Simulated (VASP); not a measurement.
**NdAgO4: relaxation of cell and atoms with PBE**

Crystal: NdAgO4.

```
Nd Ag O
1.0
     0.00000    3.36861    3.36861
     3.36861    0.00000    3.36861
     3.36861    3.36861    0.00000
Nd Ag O
1 1 4
Direct
  0.75000 0.75000 0.75000
  0.00000 0.00000 0.00000
  0.37480 0.37480 0.87559
  0.87559 0.37480 0.37480
  0.37480 0.37480 0.37480
  0.37480 0.87559 0.37480
```

The cell was built from a structure type or drawn by symmetry, and may not be a known phase.

- Program: VASP 6.6.1
- Task: relaxation of cell and atoms
- Functional: PBE
- Potentials or basis: VASP PAW PBE potentials, release 64 (Nd_3, Ag, O), 4f in core
- Cutoff: 600 eV
- k mesh: 4 × 4 × 4
- Occupations: gaussian, width 0.1 eV
- Spin: no spin polarisation
- Dipole correction: no
- Mended: yes
- Further INCAR settings: ALGO = Normal; EDIFF = 1e-07; IBRION = 2; EDIFFG = -0.04; NSW = 90; ISIF = 3

```
Relaxed volume                        : 11.90 Å³/atom
Relaxed cell                          : a = 4.656 Å, b = 4.656 Å, c = 4.656 Å, α = 60.00°, β = 60.00°, γ = 60.00°
Space group after relaxing (to 0.1 Å) : F-43m (No. 216)
Energy gained by relaxing             : 23.1 meV/atom
Ionic steps                           : 5
Pressure after relaxing               : -0.1 GPa
Largest force after relaxing          : 0.026 eV/Å
Band gap on the k mesh                : zero (bands 23 and 24 overlap by 0.23 eV)
```

Forces on the atoms (eV/Å):
```
Nd   0.000  0.000  0.000
Ag   0.000  0.000  0.000
O   -0.015 -0.015  0.015
O    0.015 -0.015 -0.015
O    0.015  0.015  0.015
O   -0.015  0.015 -0.015
```

Step by step:
| step | energy change (eV) | largest force (eV/Å) | pressure (GPa) | volume (Å³) |
| --- | --- | --- | --- | --- |
| 1 | 0.0000 | 0.2751 | -7.55 | 76.45 |
| 2 | -0.1284 | 0.0349 | 2.48 | 70.00 |
| 3 | -0.1376 | 0.0924 | 0.14 | 71.23 |
| 4 | -0.1376 | 0.0969 | -0.05 | 71.33 |
| 5 | -0.1386 | 0.0261 | -0.12 | 71.39 |

Final structure:
```yaml
crystal:
  lattice:
    - [0.00000, 3.29261, 3.29261]
    - [3.29261, 0.00000, 3.29261]
    - [3.29261, 3.29261, 0.00000]
  atoms:
    - { symbol: Nd, position: [0.75000, 0.75000, 0.75000] }
    - { symbol: Ag, position: [0.00000, 0.00000, 0.00000] }
    - { symbol: O, position: [0.37607, 0.37607, 0.87179] }
    - { symbol: O, position: [0.87179, 0.37607, 0.37607] }
    - { symbol: O, position: [0.37607, 0.37607, 0.37607] }
    - { symbol: O, position: [0.37607, 0.87179, 0.37607] }
```

Levels at points of the mesh, in eV from the Fermi level:
```
           k point  band 21  band 22  band 23  band 24  band 25  band 26
(0.00, 0.00, 0.00)    -0.13    -0.13     0.31     0.69     0.69     0.69
(0.50, 0.00, 0.00)    -1.55    -1.55    -0.09     0.61     0.61     1.17
(0.50, 0.50, 0.00)    -1.87    -1.87    -1.21     0.47     0.47     2.30
```

Wall time 58 s on 1 thread of Intel(R) Xeon(R) 6975P-C (Granite Rapids) (shared host), peak memory 0.26 GiB.

Caveat: the k points lie up to 0.41 Å⁻¹ apart in the final cell; spin-orbit coupling is left out, which moves the levels of the heavy elements; the 4f electrons are frozen in the core, so they carry no moment and show no levels; the run has no spin polarisation, though such a crystal can be magnetic. Spin polarisation is off, so any magnetic state and its effect on volume and gap are missing.
